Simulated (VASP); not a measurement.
# CdI2 (P-3m1) in VASP: single point with PBE-based global hybrid with 10 % exact exchange

Aim: the single point of CdI2 with PBE-based global hybrid with 10 % exact exchange.

All numbers are computed with VASP 6.6.1; they aren't measurements. Logs are shortened: lines on timing, memory, paths and dates and some standing lists are left out, and cuts for length are marked.

## 1. The cell of the first run

Symmetry: P-3m1, No. 164, trigonal system. The conventional cell has a = 4.247 Å, b = 4.247 Å, c = 6.895 Å, α = 90.00°, β = 90.00°, γ = 120.00°. Cd (site symmetry -3m) has 6 I at 2.99 Å within 3.9 Å. I (site symmetry 3m) has 3 Cd at 2.99 Å within 3.9 Å.

## 2. Single point, PBE-based global hybrid with 10 % exact exchange

The input, POSCAR:

```
CdI2
1.0
    4.2470087538      0.0000000000      0.0000000000
   -2.1235043769      3.6780174709      0.0000000000
    0.0000000000      0.0000000000      6.8950250881
Cd I
1 2
Direct
    0.0000000000      0.0000000000      0.0000000000
    0.3333333333      0.6666666667      0.2493934742
    0.6666666667      0.3333333333      0.7506065258
```

The input, INCAR.step1:

```
SYSTEM = CdI2
PREC = Accurate
ENCUT = 400
EDIFF = 1E-5
ISMEAR = 0
SIGMA = 0.01
LREAL = .False.
LASPH = .True.
NELM = 120
ALGO = Normal
ISIF = 2
LWAVE = .True.
NBANDS = 20
GGA = PE
GGA_COMPAT = .False.
```

The input, INCAR.step2:

```
SYSTEM = CdI2
PREC = Accurate
ENCUT = 400
EDIFF = 1E-6
ISMEAR = 0
SIGMA = 0.01
LREAL = .False.
LASPH = .True.
NELM = 120
ALGO = Normal
ISIF = 2
LWAVE = .False.
LCHARG = .True.
GGA = PE
LHFCALC = .True.
AEXX = 0.1
PRECFOCK = Normal
LELF = .True.
LVHAR = .True.
NBANDS = 20
ISTART = 1
GGA_COMPAT = .False.
```

The input, KPOINTS:

```
regular mesh
0
Gamma
  6 6 2
  0 0 0
```

Potentials or basis: VASP PAW PBE potentials, release 64 (Cd, I).

The run is started by

```sh
> cat potpaw_PBE.64/Cd/POTCAR potpaw_PBE.64/I/POTCAR > POTCAR
> cp INCAR.step1 INCAR
> mpirun -np 1 vasp_std > vasp.out
> cp INCAR.step2 INCAR
> mpirun -np 1 vasp_std > vasp.out
```

OUTCAR:

```text
SYSTEM = CdI2
   PREC = Accurate
   ENCUT = 400
   EDIFF = 1E-6
   ISMEAR = 0
   LREAL = .False.
   LASPH = .True.
   NELM = 120
   ISIF = 2
   GGA = PE
   LHFCALC = .True.
   AEXX = 0.1
   PRECFOCK = Normal
   ISTART = 1

 ion  position               nearest neighbor table
   1  0.000  0.000  0.000-   2 2.99   3 2.99   3 2.99   2 2.99   3 2.99   2 2.99
   2  0.333  0.667  0.249-   1 2.99   1 2.99   1 2.99
   3  0.667  0.333  0.751-   1 2.99   1 2.99   1 2.99

  LATTYP: Found a hexagonal cell.
 ALAT       =     4.2470087538
 C/A-ratio  =     1.6235015014

  Lattice vectors:

 A1 = (   4.2470087538,   0.0000000000,   0.0000000000)
 A2 = (  -2.1235043769,   3.6780174709,   0.0000000000)
 A3 = (   0.0000000000,   0.0000000000,   6.8950250881)

Analysis of symmetry for initial positions (statically):
=====================================================================
 Subroutine PRICEL returns:
 Original cell was already a primitive cell.

 Routine SETGRP: Setting up the symmetry group for a
 hexagonal supercell.

 Subroutine GETGRP returns: Found 12 space group operations
 (whereof 12 operations were pure point group operations)
 out of a pool of 24 trial point group operations.

The static configuration has the point symmetry D_3d.

Analysis of symmetry for dynamics (positions and initial velocities):
=====================================================================
 Subroutine PRICEL returns:
 Original cell was already a primitive cell.

 Routine SETGRP: Setting up the symmetry group for a
 hexagonal supercell.

 Subroutine GETGRP returns: Found 12 space group operations
 (whereof 12 operations were pure point group operations)
 out of a pool of 24 trial point group operations.

The dynamic configuration has the point symmetry D_3d.

 Subroutine INISYM returns: Found 12 space group operations
 (whereof 12 operations are pure point group operations),
 and found     1 'primitive' translations

----------------------------------------------------------------------------------------

                                     Primitive cell

  volume of cell :     107.7042

  direct lattice vectors                    reciprocal lattice vectors
     4.247008754  0.000000000  0.000000000     0.235459840  0.135942802  0.000000000
    -2.123504377  3.678017471  0.000000000     0.000000000  0.271885604  0.000000000
     0.000000000  0.000000000  6.895025088     0.000000000  0.000000000  0.145032105

  length of vectors
     4.247008754  4.247008754  6.895025088     0.271885604  0.271885604  0.145032105

  position of ions in fractional coordinates (direct lattice)
     0.000000000  0.000000000  0.000000000
     0.333333333  0.666666667  0.249393474
     0.666666667  0.333333333  0.750606526

  ion indices of the primitive-cell ions
   primitive index   ion index
                 1           1
                 2           2
                 3           3

----------------------------------------------------------------------------------------

 KPOINTS: regular mesh

Automatic generation of k-mesh.
 Grid dimensions read from file:
 generate k-points for:    6    6    2

 Generating k-lattice:

  Cartesian coordinates                     Fractional coordinates (reciprocal lattice)
     0.039243307  0.022657134  0.000000000     0.166666667  0.000000000  0.000000000
     0.000000000  0.045314267  0.000000000     0.000000000  0.166666667  0.000000000
     0.000000000  0.000000000  0.072516052     0.000000000  0.000000000  0.500000000

  Length of vectors
     0.045314267  0.045314267  0.072516052

  Shift w.r.t. Gamma in fractional coordinates (k-lattice)
     0.000000000  0.000000000  0.000000000

 Subroutine IBZKPT returns following result:
 ===========================================

 Found     14 irreducible k-points:

 Following reciprocal coordinates:
            Coordinates               Weight
  0.000000  0.000000  0.000000      1.000000
  0.166667 -0.000000  0.000000      6.000000
  0.333333 -0.000000  0.000000      6.000000
  0.500000  0.000000  0.000000      3.000000
  0.166667  0.166667  0.000000      6.000000
  0.333333  0.166667  0.000000     12.000000
  0.333333  0.333333  0.000000      2.000000
  0.000000  0.000000  0.500000      1.000000
  0.166667 -0.000000  0.500000      6.000000
  0.333333 -0.000000  0.500000      6.000000
  0.500000  0.000000  0.500000      3.000000
  0.166667  0.166667  0.500000      6.000000
  0.333333  0.166667  0.500000     12.000000
  0.333333  0.333333  0.500000      2.000000
   k-points           NKPTS =     14   k-points in BZ     NKDIM =     72   number of bands    NBANDS=     20
   number of dos      NEDOS =    301   number of ions     NIONS =      3
   total plane-waves  NPLWV =  37632
   dimension x,y,z NGX =    28 NGY =   28 NGZ =   48
   dimension x,y,z NGXF=    56 NGYF=   56 NGZF=   96
   ions per type =               1   2
   NGX,Y,Z   is equivalent  to a cutoff of  10.96, 10.96, 11.57 a.u.
   NGXF,Y,Z  is equivalent  to a cutoff of  21.92, 21.92, 23.15 a.u.
 SYSTEM =  CdI2
   PREC   = accura    normal or accurate (medium, high low for compatibility)
   ISTART =      1    job   : 0-new  1-cont  2-samecut
   ICHARG =      0    charge: 1-file 2-atom 10-const
   ISPIN  =      1    spin polarized calculation?
   LNONCOLLINEAR =      F non collinear calculations
   LSORBIT =      F    spin-orbit coupling
   LASPH  =      T    aspherical Exc in radial PAW
   ENCUT  =  400.0 eV  29.40 Ry    5.42 a.u.   6.93  6.93 11.24*2*pi/ulx,y,z
   NELM   =    120;   NELMIN=  2; NELMDL=  0     # of ELM steps
   EDIFF  = 0.1E-05   stopping-criterion for ELM
   LREAL  =      F    real-space projection
   EDIFFG = 0.1E-04   stopping-criterion for IOM
   NSW    =      0    number of steps for IOM
   IBRION =     -1    ionic relax: 0-MD 1-quasi-New 2-CG
   NFREE  =      0    steps in history (QN), initial steepest desc. (CG)
   ISIF   =      2    stress and relaxation
   ISYM   =      3    0-nonsym 1-usesym 2-fastsym
   POTIM  = 0.5000    time-step for ionic-motion
   TEBEG  =    0.0;   TEEND  =   0.0 temperature during run
   PSTRESS=    0.0 pullay stress
   NELECT =      26.0000    total number of electrons
   NUPDOWN=      -1.0000    fix difference up-down
   EMIN   =  10.00;   EMAX   =-10.00  energy-range for DOS
   EFERMI =   0.00;   METHOD = LEGACY
   ISMEAR =     0;   SIGMA  =   0.01  broadening in eV -4-tet -1-fermi 0-gaus
   EFERMI_NEDOS =   21; number of points for ismear=-14 and -15
   IALGO  =     38    algorithm
   IMIX   =      1    mixing-type and parameters
     AMIX     =   0.40;   BMIX     =  1.00
     AMIX_MAG =   1.60;   BMIX_MAG =  1.00
  volume/ion in A,a.u.               =      35.90       242.27
  Fermi-wavevector in a.u.,A,eV,Ry     =   1.019346  1.926285 14.137359  1.039067
  Thomas-Fermi vector in A             =   2.152855
   LORBIT       =      0    0 simple, 1 ext, 2 COOP (PROOUT), +10 PAW based schemes
   GGA     = PE    functional components
   LHFCALC =     T    Hartree Fock is set to
   PRECFOCK=normal    Normal, Fast or Accurate (Low or Medium for compatibility)
   ENCUT4O =  -1.0   cutoff for four orbital integrals eV
   NKREDX  =     1    reduce k-point grid by
   NKREDY  =     1    reduce k-point grid by
   NKREDZ  =     1    reduce k-point grid by
   AEXX    =    0.1000 exact exchange contribution
   HFSCREEN=    0.0000 screening length (either q_TF or 0.3 A-1)
   HFSCREENC=   0.0000 screening length for correlation (either q_TF or 0.3 A-1)
   ENCUTFOCK=  -1.0 apply spherical cutoff to Coloumb kernel
   IVDW    =     0    specifies the selected vdW correction
   LEPSILON=     F    determine dielectric tensor
   LRPA    =     F    only Hartree local field effects (RPA)
 non-spin polarized calculation
 Gauss-broadening in eV      SIGMA  =   0.01
  energy-cutoff  :      400.00
  volume of cell :      107.70
 maximum number of plane-waves:      1971
 NGX is ok and might be reduce to    28
  NGX = 24; NGY = 24; NGZ = 36

 number of electron      26.0000011 magnetization

 Free energy of the ion-electron system (eV)
  ---------------------------------------------------
  ext. energy  EPLUGINS =         0.00000000
  ---------------------------------------------------
  free energy    TOTEN  =        -6.37250276 eV

  energy without entropy =       -6.37250276  energy(sigma->0) =       -6.37250276

 E-fermi :   1.6550     XC(G=0):  -7.8275

 val. band max:        1.5522409780   @ k =   0.0000   0.0000   0.5000
 cond. band min:       4.5731663215   @ k =   0.5000   0.0000   0.5000
 fundamental gap:      3.0209253435
 Fermi energy:         1.6550380526

 k-point     1 :       0.0000    0.0000    0.0000
  band No.  band energies     occupation
      1     -10.9842      2.00000
      2     -10.2554      2.00000
      3      -6.5567      2.00000
      4      -6.5567      2.00000
      5      -6.4308      2.00000
      6      -6.3532      2.00000
[... 12 lines left out ...]
     19      11.3777      0.00000
     20      11.4381      0.00000

 k-point     2 :       0.1667   -0.0000    0.0000
  band No.  band energies     occupation
      1     -10.8455      2.00000
      2     -10.2379      2.00000
      3      -6.5391      2.00000
      4      -6.4888      2.00000
      5      -6.4040      2.00000
      6      -6.3580      2.00000
[... 12 lines left out ...]
     19      10.4477      0.00000
     20      11.4274      0.00000

 k-point     3 :       0.3333   -0.0000    0.0000
  band No.  band energies     occupation
      1     -10.5260      2.00000
      2     -10.2158      2.00000
      3      -6.5212      2.00000
      4      -6.4315      2.00000
      5      -6.3547      2.00000
      6      -6.3166      2.00000
[... 12 lines left out ...]
     19      10.8040      0.00000
     20      11.4220      0.00000

 k-point     4 :       0.5000    0.0000    0.0000
  band No.  band energies     occupation
      1     -10.2776      2.00000
      2     -10.2744      2.00000
      3      -6.5202      2.00000
      4      -6.4407      2.00000
      5      -6.3424      2.00000
      6      -6.2915      2.00000
[... 199 lines left out ...]
 k-point    13 :       0.3333    0.1667    0.5000
  band No.  band energies     occupation
      1     -10.3065      2.00000
      2     -10.2432      2.00000
      3      -6.4738      2.00000
      4      -6.4139      2.00000
      5      -6.3409      2.00000
      6      -6.3081      2.00000
[... 12 lines left out ...]
     19      10.4793      0.00000
     20      11.7408      0.00000

 k-point    14 :       0.3333    0.3333    0.5000
  band No.  band energies     occupation
      1     -10.2263      2.00000
      2     -10.2263      2.00000
      3      -6.3827      2.00000
      4      -6.3827      2.00000
      5      -6.3247      2.00000
      6      -6.3047      2.00000
[... 12 lines left out ...]
     19      11.2837      0.00000
     20      11.2838      0.00000

------------------------ aborting loop because EDIFF is reached ----------------------------------------

  FORCE on cell =-STRESS in cart. coord.  units (eV):
  Direction    XX          YY          ZZ          XY          YZ          ZX
  --------------------------------------------------------------------------------------
  -------------------------------------------------------------------------------------
  Total        0.7461102      0.7461102      0.6681849      0.0000000      0.0000000     -0.0000000
  in kB       11.0989212     11.0989212      9.9397271      0.0000000      0.0000000     -0.0000000
  external PRESSURE =      10.7125232 kB  Pullay stress =       0.0000000 kB

 VOLUME and BASIS-vectors are now :
 -----------------------------------------------------------------------------
  energy-cutoff  :      400.00
  volume of cell :      107.70
      direct lattice vectors                 reciprocal lattice vectors
     4.247008754  0.000000000  0.000000000     0.235459840  0.135942802  0.000000000
    -2.123504377  3.678017471  0.000000000     0.000000000  0.271885604  0.000000000
     0.000000000  0.000000000  6.895025088     0.000000000  0.000000000  0.145032105

 POSITION                                       TOTAL-FORCE (eV/Angst)
 -----------------------------------------------------------------------------------
      0.00000      0.00000      0.00000         0.000000      0.000000      0.000000
     -0.00000      2.45201      1.71957         0.000000      0.000000      0.024733
      2.12350      1.22601      5.17545        -0.000000      0.000000     -0.024733
 -----------------------------------------------------------------------------------
    total drift:                               -0.000000     -0.000000     -0.000000

  FREE ENERGIE OF THE ION-ELECTRON SYSTEM (eV)
  ---------------------------------------------------
  free  energy   TOTEN  =        -6.3725027617 eV

  energy  without entropy=       -6.3725027617  energy(sigma->0) =       -6.37250276
```

Wall time 44 min (1 thread of AMD EPYC 7R43 (Zen 3), shared host); peak memory 0.19 GiB.

Results:

* Free energy: -6.3725 eV
* Pressure: 1.1 GPa
* Largest force: 0.025 eV/Å
* Band gap on the k mesh: 3.02 eV (least direct gap 3.27 eV)

Forces in eV/Å, atoms in the order of the input:
```
Cd   0.000  0.000  0.000
I    0.000  0.000  0.025
I    0.000  0.000 -0.025
```

Stress tensor (GPa, compression positive):
```
1.11 0.00 0.00
0.00 1.11 0.00
0.00 0.00 0.99
```

Caveat: the k points lie up to 0.46 Å⁻¹ apart; the PAW data sets were made with another functional, which shifts forces and pressure a little; spin-orbit coupling is left out, which moves the levels of the heavy elements. A k mesh can miss the band edges.
